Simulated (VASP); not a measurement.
WC:

```xyz
2
Lattice="2.9141 0.0000 0.0000 0.0000 2.9141 0.0000 0.0000 0.0000 4.3218" Properties=species:S:1:pos:R:3 pbc="T T T"
W     1.4570    1.4570    2.1609
C     0.0000    0.0000    0.0000
```

The cell was built from a structure type or drawn by symmetry, and may not be a known phase.

* Program: VASP 6.6.1
* Task: relaxation of cell and atoms
* Functional: PBE
* Potentials or basis: VASP PAW PBE potentials, release 64 (W_sv, C)
* Cutoff: 600 eV
* k mesh: 7 × 7 × 5
* Occupations: gaussian, width 0.2 eV
* Spin: no spin polarisation

At the start: pressure -39.0 GPa; volume 18.35 Å³/atom.

Task: How do energy, volume and symmetry change on relaxing?

Result: Over 13 steps the energy falls by 2904.0 meV/atom and the volume is 10.16 Å³/atom (-44.6 %); space group P4/mmm (No. 123, to 0.1 Å) before, Pm-3m (No. 221, to 0.1 Å).

Step by step:
```csv
step,energy change (eV),largest force (eV/Å),pressure (GPa),volume (Å³)
1,0.0000,0.0000,-38.99,36.70
2,-1.5885,0.0000,109.24,17.71
3,-2.7250,0.0000,-0.31,22.87
4,-4.0623,0.0000,150.57,15.92
5,-3.9868,0.0000,16.82,20.45
6,-4.9109,0.0000,43.45,18.69
7,-5.0309,0.0000,82.47,17.34
8,-5.0754,0.0000,66.04,17.83
9,-4.6839,0.0000,45.78,18.87
10,-5.5304,0.0000,47.80,18.30
11,-5.5317,0.0000,45.61,18.38
12,-5.7968,0.0000,-7.46,20.78
13,-5.8080,0.0000,0.15,20.33
```

Final structure:
```
CELL_PARAMETERS angstrom
2.73204 0.00000 0.00000
0.00000 2.73204 0.00000
0.00000 0.00000 2.72312
ATOMIC_POSITIONS crystal
W 0.50000 0.50000 0.50000
C 0.00000 0.00000 0.00000
```

Caveat: the volume moved by over 15 % at a fixed basis, so the end points are rough.
